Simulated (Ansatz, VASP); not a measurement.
HfB in VASP and in Ansatz

Contents of INCAR:

```
SYSTEM = HfB
  PREC = Accurate
  ENCUT = 520
  EDIFF = 1E-6
  ISMEAR = -1
  SIGMA = 0.05
  LREAL = .False.
  LASPH = .True.
  NELM = 60
  ALGO = Normal
  ISIF = 2
  LWAVE = .False.
  LCHARG = .True.
  LELF = .True.
  LVHAR = .True.
  NBANDS = 14
```

KPOINTS

```
regular mesh
0
Gamma
  15 15 15
  0 0 0
```

POSCAR

```
HfB
1.0
    0.0000000000      2.3331000000      2.3100000000
    2.3331000000      0.0000000000      2.3100000000
    2.3331000000      2.3331000000      0.0000000000
Hf B
1 1
Direct
    0.5000000000      0.5000000000      0.5000000000
    0.0000000000      0.0000000000      0.0000000000
```

Input for Ansatz:

```yaml
crystal:
  lattice:
    - [0.0, 2.3331, 2.31]
    - [2.3331, 0.0, 2.31]
    - [2.3331, 2.3331, 0.0]
  atoms:
    - { symbol: Hf, position: [0.5, 0.5, 0.5] }
    - { symbol: B, position: [0.0, 0.0, 0.0] }
kpoints:
  mp_grid: { grid: [15, 15, 15] }
  band_path:
    path:
      - [0.0, 0.0, 0.0]
      - [0.0, 0.5, 0.5]
      - [0.25, 0.75, 0.5]
      - [0.0, 0.5, 0.0]
      - [0.0, 0.0, 0.0]
      - [0.5, 0.5, 0.0]
      - [0.3775125, 0.6224875, 0.0]
      - [-0.3775125, 0.3775125, 0.0]
      - [0.0, 0.0, 0.0]
    npoints: 5
scf:
  occupations: { method: fermi_dirac, width: 0.05 }
hamiltonian:
  xc: lda
  pseudopotentials: { kind: all_electron, lapw: { basis_error: 0.00025 } }
output:
  forces: true
  stress: true
  eigenvalues: true
```

Change from the starting cell: equal xx and yy strain of +1 %.

Alike in both runs: task single point; functional LDA; k mesh 15 × 15 × 15; occupations fermi-dirac, width 0.05 eV; no spin polarisation.

|  | VASP | Ansatz |
| --- | --- | --- |
| version | VASP 6.6.1 | Ansatz 0.2.0 |
| potentials or method | VASP PAW LDA potentials, release 64 (Hf_pv, B), cutoff 520 eV | all-electron LAPW, scalar-relativistic |

|  | VASP | Ansatz | Ansatz less VASP |
| --- | --- | --- | --- |
| pressure (GPa) | 14.9 | 13.4 | -1.50 |
| traceless stress, the component that is largest in VASP (GPa) | 3.13 | 3.06 | -0.064 |

LDA's correlation is that of Perdew and Zunger in VASP and of Perdew and Wang (1992) in Ansatz. Ansatz ran all-electron here, and VASP with PAW potentials.

Neither program's run includes spin-orbit coupling.
